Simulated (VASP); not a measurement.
# ZrC (I4/mmm) in VASP: a series of runs

ZrC is run at these levels: PBEsol; tasks: single point.

All numbers are computed with VASP 6.6.1; they aren't measurements. Logs are shortened: lines on timing, memory, paths and dates and some standing lists are left out, and cuts for length are marked.

## 1. The cell of the first run

Symmetry: I4/mmm, No. 139, tetragonal system. The conventional cell has a = 3.224 Å, b = 3.224 Å, c = 4.841 Å, α = 90.00°, β = 90.00°, γ = 90.00°. Within 3.0 Å of Zr (site symmetry 4/mmm) lie 6 C at 2.28 to 2.42 Å. C (site symmetry 4/mmm) has 6 Zr at 2.28 to 2.42 Å within 3.0 Å.

## 2. Single point, PBEsol (strain -0.030 along x and y, +0.030 along z)

INCAR reads:

```
ALGO = Normal
EDIFF = 1E-7
ENCUT = 520
GGA = PS
ISIF = 2
ISMEAR = 0
LASPH = True
LCHARG = False
LREAL = False
LWAVE = False
NBANDS = 15
NELM = 80
PREC = Accurate
SIGMA = 0.15
```

KPOINTS reads:

```
k-points
0
Gamma
  18 18 18
```

POSCAR reads:

```
ZrC
1.0
    0.0000000000      2.2797037000      2.4207163000
    2.2797037000      0.0000000000      2.4207163000
    2.2797037000      2.2797037000      0.0000000000
Zr C
1 1
Direct
    0.5000000000      0.5000000000      0.5000000000
    0.0000000000      0.0000000000      0.0000000000
```

Potentials or basis: VASP PAW PBE potentials, release 64 (Zr_sv, C).

Run with:

```console
> cat potpaw_PBE.64/Zr_sv/POTCAR potpaw_PBE.64/C/POTCAR > POTCAR
> mpirun -np 1 vasp_std > vasp.out
```

OUTCAR:

```text
EDIFF = 1E-7
   ENCUT = 520
   GGA = PS
   ISIF = 2
   ISMEAR = 0
   LASPH = True
   LREAL = False
   NELM = 80
   PREC = Accurate

 ion  position               nearest neighbor table
   1  0.500  0.500  0.500-   2 2.28   2 2.28   2 2.28   2 2.28   2 2.42   2 2.42
   2  0.000  0.000  0.000-   1 2.28   1 2.28   1 2.28   1 2.28   1 2.42   1 2.42

  LATTYP: Found a body centered tetragonal cell.
 ALAT       =     3.2239878907
 C/A-ratio  =     1.5016906899

  Lattice vectors:

 A1 = (  -2.2797037000,   0.0000000000,   2.4207163000)
 A2 = (   2.2797037000,   0.0000000000,   2.4207163000)
 A3 = (   0.0000000000,   2.2797037000,  -2.4207163000)

Analysis of symmetry for initial positions (statically):
=====================================================================
 Subroutine PRICEL returns:
 Original cell was already a primitive cell.

 Routine SETGRP: Setting up the symmetry group for a
 body centered tetragonal supercell.

 Subroutine GETGRP returns: Found 16 space group operations
 (whereof 16 operations were pure point group operations)
 out of a pool of 16 trial point group operations.

The static configuration has the point symmetry D_4h.

Analysis of symmetry for dynamics (positions and initial velocities):
=====================================================================
 Subroutine PRICEL returns:
 Original cell was already a primitive cell.

 Routine SETGRP: Setting up the symmetry group for a
 body centered tetragonal supercell.

 Subroutine GETGRP returns: Found 16 space group operations
 (whereof 16 operations were pure point group operations)
 out of a pool of 16 trial point group operations.

The dynamic configuration has the point symmetry D_4h.

 Subroutine INISYM returns: Found 16 space group operations
 (whereof 16 operations are pure point group operations),
 and found     1 'primitive' translations

----------------------------------------------------------------------------------------

                                     Primitive cell

  volume of cell :      25.1612

  direct lattice vectors                    reciprocal lattice vectors
     0.000000000  2.279703700  2.420716300    -0.219326748  0.219326748  0.206550433
     2.279703700  0.000000000  2.420716300     0.219326748 -0.219326748  0.206550433
     2.279703700  2.279703700  0.000000000     0.219326748  0.219326748 -0.206550433

  length of vectors
     3.325194185  3.325194185  3.223987891     0.372654702  0.372654702  0.372654702

  position of ions in fractional coordinates (direct lattice)
     0.500000000  0.500000000  0.500000000
     0.000000000  0.000000000  0.000000000

  ion indices of the primitive-cell ions
   primitive index   ion index
                 1           1
                 2           2

----------------------------------------------------------------------------------------

 KPOINTS: k-points

Automatic generation of k-mesh.
 Grid dimensions read from file:
 generate k-points for:   18   18   18

 Generating k-lattice:

  Cartesian coordinates                     Fractional coordinates (reciprocal lattice)
    -0.012184819  0.012184819  0.011475024     0.055555556  0.000000000  0.000000000
     0.012184819 -0.012184819  0.011475024     0.000000000  0.055555556  0.000000000
     0.012184819  0.012184819 -0.011475024     0.000000000  0.000000000  0.055555556

  Length of vectors
     0.020703039  0.020703039  0.020703039

  Shift w.r.t. Gamma in fractional coordinates (k-lattice)
     0.000000000  0.000000000  0.000000000

 Subroutine IBZKPT returns following result:
 ===========================================

 Found    480 irreducible k-points:

 Following reciprocal coordinates:
            Coordinates               Weight
  0.000000  0.000000  0.000000      1.000000
  0.055556 -0.000000  0.000000      8.000000
  0.111111 -0.000000  0.000000      8.000000
  0.166667 -0.000000  0.000000      8.000000
  0.222222 -0.000000  0.000000      8.000000
  0.277778 -0.000000  0.000000      8.000000
[... 16 lines left out ...]
 -0.277778  0.055556  0.000000      8.000000
 -0.222222  0.055556  0.000000      8.000000
 [... further k-points ...]
   k-points           NKPTS =    480   k-points in BZ     NKDIM =    480   number of bands    NBANDS=     15
   number of dos      NEDOS =    301   number of ions     NIONS =      2
   total plane-waves  NPLWV =  18816
   dimension x,y,z NGX =    28 NGY =   28 NGZ =   24
   dimension x,y,z NGXF=    56 NGYF=   56 NGZF=   48
   ions per type =               1   1
   NGX,Y,Z   is equivalent  to a cutoff of  14.00, 14.00, 12.38 a.u.
   NGXF,Y,Z  is equivalent  to a cutoff of  28.00, 28.00, 24.75 a.u.
 SYSTEM =  unknown system
   PREC   = accura    normal or accurate (medium, high low for compatibility)
   ISTART =      0    job   : 0-new  1-cont  2-samecut
   ICHARG =      2    charge: 1-file 2-atom 10-const
   ISPIN  =      1    spin polarized calculation?
   LNONCOLLINEAR =      F non collinear calculations
   LSORBIT =      F    spin-orbit coupling
   LASPH  =      T    aspherical Exc in radial PAW
   ENCUT  =  520.0 eV  38.22 Ry    6.18 a.u.   6.18  6.18  5.99*2*pi/ulx,y,z
   NELM   =     80;   NELMIN=  2; NELMDL= -5     # of ELM steps
   EDIFF  = 0.1E-06   stopping-criterion for ELM
   LREAL  =      F    real-space projection
   EDIFFG = 0.1E-05   stopping-criterion for IOM
   NSW    =      0    number of steps for IOM
   IBRION =     -1    ionic relax: 0-MD 1-quasi-New 2-CG
   NFREE  =      0    steps in history (QN), initial steepest desc. (CG)
   ISIF   =      2    stress and relaxation
   ISYM   =      2    0-nonsym 1-usesym 2-fastsym
   POTIM  = 0.5000    time-step for ionic-motion
   TEBEG  =    0.0;   TEEND  =   0.0 temperature during run
   PSTRESS=    0.0 pullay stress
   NELECT =      16.0000    total number of electrons
   NUPDOWN=      -1.0000    fix difference up-down
   EMIN   =  10.00;   EMAX   =-10.00  energy-range for DOS
   EFERMI =   0.00;   METHOD = LEGACY
   ISMEAR =     0;   SIGMA  =   0.15  broadening in eV -4-tet -1-fermi 0-gaus
   EFERMI_NEDOS =   21; number of points for ismear=-14 and -15
   IALGO  =     38    algorithm
   IMIX   =      4    mixing-type and parameters
     AMIX     =   0.40;   BMIX     =  1.00
     AMIX_MAG =   1.60;   BMIX_MAG =  1.00
  volume/ion in A,a.u.               =      12.58        84.90
  Fermi-wavevector in a.u.,A,eV,Ry     =   1.407790  2.660338 26.965021  1.981873
  Thomas-Fermi vector in A             =   2.530014
   LORBIT       =      0    0 simple, 1 ext, 2 COOP (PROOUT), +10 PAW based schemes
   GGA     = PS    functional components
   LHFCALC =     F    Hartree Fock is set to
   AEXX    =    0.0000 exact exchange contribution
   IVDW    =     0    specifies the selected vdW correction
   LEPSILON=     F    determine dielectric tensor
   LRPA    =     F    only Hartree local field effects (RPA)
 non-spin polarized calculation
 Gauss-broadening in eV      SIGMA  =   0.15
  energy-cutoff  :      520.00
  volume of cell :       25.16
 maximum number of plane-waves:       694
 NGX is ok and might be reduce to    28
   NGX = 13   NGY = 13   NGZ = 11

 number of electron      16.0000000 magnetization

 Free energy of the ion-electron system (eV)
  ---------------------------------------------------
  ext. energy  EPLUGINS =         0.00000000
  ---------------------------------------------------
  free energy    TOTEN  =       -20.49692654 eV

  energy without entropy =      -20.49366118  energy(sigma->0) =      -20.49529386

 E-fermi :   9.8862     XC(G=0): -12.4284

 val. band max:        9.8750886533   @ k =   0.4444   0.0000   0.3889
 cond. band min:       9.8990662430   @ k =  -0.0556   0.0000   0.0556
 fundamental gap:      0.0239775897
 Fermi energy:         9.8861765383

 k-point     1 :       0.0000    0.0000    0.0000
  band No.  band energies     occupation
      1     -37.9833      2.00000
      2     -15.7413      2.00000
      3     -15.6885      2.00000
      4     -15.6885      2.00000
      5      -1.5359      2.00000
      6      10.5261      0.00000
      7      10.6054      0.00000
      8      10.9277      0.00000
      9      10.9277      0.00000
     10      11.1524      0.00000
     11      11.1524      0.00000
     12      12.2093      0.00000
     13      13.1105      0.00000
     14      17.7631      0.00000
     15      20.3333      0.00000

 k-point     2 :       0.0556   -0.0000    0.0000
  band No.  band energies     occupation
      1     -37.9797      2.00000
      2     -15.7563      2.00000
      3     -15.7100      2.00000
      4     -15.6899      2.00000
      5      -1.4600      2.00000
      6      10.0620      0.09740
      7      10.1525      0.01205
      8      10.4849      0.00000
      9      11.0210      0.00000
     10      11.3024      0.00000
     11      11.5147      0.00000
     12      12.6609      0.00000
     13      13.5530      0.00000
     14      17.9168      0.00000
     15      20.5392      0.00000

 k-point     3 :       0.1111   -0.0000    0.0000
  band No.  band energies     occupation
      1     -37.9694      2.00000
      2     -15.8327      2.00000
      3     -15.7371      2.00000
      4     -15.6938      2.00000
      5      -1.2386      2.00000
      6       9.2289      2.00000
      7       9.4795      1.99987
      8       9.7622      1.75750
      9      11.2656      0.00000
     10      11.5267      0.00000
     11      11.8920      0.00000
     12      13.5661      0.00000
     13      14.4948      0.00000
     14      18.3289      0.00000
     15      21.1176      0.00000
[... 343 lines left out ...]
 k-point    23 :      -0.2778    0.0556    0.0000
  band No.  band energies     occupation
      1     -37.9025      2.00000
      2     -16.3687      2.00000
      3     -15.8414      2.00000
      4     -15.7038      2.00000
      5       0.3492      2.00000
      6       6.2846      2.00000
      7       7.5009      2.00000
      8       7.5581      2.00000
      9      12.7528      0.00000
     10      12.8830      0.00000
     11      13.7220      0.00000
     12      16.3058      0.00000
     13      19.0239      0.00000
     14      19.6648      0.00000
     15      23.6990      0.00000

 k-point    24 :      -0.2222    0.0556    0.0000
  band No.  band energies     occupation
      1     -37.9230      2.00000
      2     -16.2069      2.00000
      3     -15.8191      2.00000
      4     -15.6952      2.00000
      5      -0.1755      2.00000
      6       7.1014      2.00000
      7       7.9571      2.00000
      8       8.0301      2.00000
      9      12.2390      0.00000
     10      12.4766      0.00000
     11      13.0793      0.00000
     12      15.2856      0.00000
     13      17.8874      0.00000
     14      19.7342      0.00000
     15      23.1592      0.00000

 [... further k-points ...]
[... 5 lines left out ...]
  --------------------------------------------------------------------------------------
  -------------------------------------------------------------------------------------
  Total        1.9564655      1.9564655     -1.6942602      0.0000000      0.0000000      0.0000000
  in kB      124.5810756    124.5810756   -107.8847356      0.0000000      0.0000000      0.0000000
  external PRESSURE =      47.0924719 kB  Pullay stress =       0.0000000 kB

 VOLUME and BASIS-vectors are now :
 -----------------------------------------------------------------------------
  energy-cutoff  :      520.00
  volume of cell :       25.16
      direct lattice vectors                 reciprocal lattice vectors
     0.000000000  2.279703700  2.420716300    -0.219326748  0.219326748  0.206550433
     2.279703700  0.000000000  2.420716300     0.219326748 -0.219326748  0.206550433
     2.279703700  2.279703700  0.000000000     0.219326748  0.219326748 -0.206550433

 POSITION                                       TOTAL-FORCE (eV/Angst)
 -----------------------------------------------------------------------------------
      2.27970      2.27970      2.42072         0.000000      0.000000      0.000000
      0.00000      0.00000      0.00000        -0.000000     -0.000000     -0.000000
 -----------------------------------------------------------------------------------
    total drift:                                0.000000      0.000000      0.000000

  FREE ENERGIE OF THE ION-ELECTRON SYSTEM (eV)
  ---------------------------------------------------
  free  energy   TOTEN  =       -20.4969265392 eV

  energy  without entropy=      -20.4936611767  energy(sigma->0) =      -20.49529386
```

Wall time 76 s (1 thread of Intel Xeon 6975P-C (Granite Rapids), shared host); peak memory 0.29 GiB.

What came out:

- Free energy: -20.4969 eV
- Pressure: 4.7 GPa
- Band gap on the k mesh: zero (band 8 reaches 10.93 eV, above the bottom of band 9 at 9.45 eV)

Caveat: the cell differs from its parent crystal (strain -0.030 along x and y, +0.030 along z); the PAW data sets were made with another functional, which shifts forces and pressure a little.

(Part 1 of 2 ends here.)
